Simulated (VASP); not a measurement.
Set up this calculation in VASP 6.6.1, as the native input.

| Item | Value |
| --- | --- |
| Task | single point |
| Functional | PBE |
| Potentials or basis | VASP PAW PBE potentials, release 64 (B, N) |
| Cutoff | 520 eV |
| k mesh | 17 × 17 × 17 |
| Occupations | fermi-dirac, width 0.05 eV |
| Spin | no spin polarisation |
| Dipole correction | no |
| Further INCAR settings | ALGO = Normal; EDIFF = 1e-06; NBANDS = 11 |

The structure of BN (rocksalt type) lies in POSCAR:

```
BN
1.0
    0.0000000000      1.6133467060      1.6133467060
    1.6133467060      0.0000000000      1.6133467060
    1.6133467060      1.6133467060      0.0000000000
B N
1 1
Direct
    0.0000000000      0.0000000000      0.0000000000
    0.5000000000      0.5000000000      0.5000000000
```

These files were run (other wordings do the same):

INCAR

```
PREC = Accurate
ENCUT = 520
EDIFF = 1E-6
ISMEAR = -1
SIGMA = 0.05
LREAL = False
LASPH = True
NELM = 60
ALGO = Normal
ISIF = 2
LWAVE = False
LCHARG = False
GGA = PE
NBANDS = 11
```

KPOINTS

```
regular mesh
0
Gamma
  17 17 17
```

Potentials or basis: VASP PAW PBE potentials, release 64 (B, N).

Run with:

```console
$ cat potpaw_PBE.64/B/POTCAR potpaw_PBE.64/N/POTCAR > POTCAR
$ mpirun -np 1 vasp_std > vasp.out
```

It gave:

```json
{
  "Pressure": "150.9 GPa",
  "Band gap on the k mesh": "3.22 eV, indirect (least direct gap 6.78 eV)"
}
```

Wall time 6.4 s on 1 thread of Intel(R) Xeon(R) 6975P-C (Granite Rapids), with other jobs on the host, peak memory 0.12 GiB.
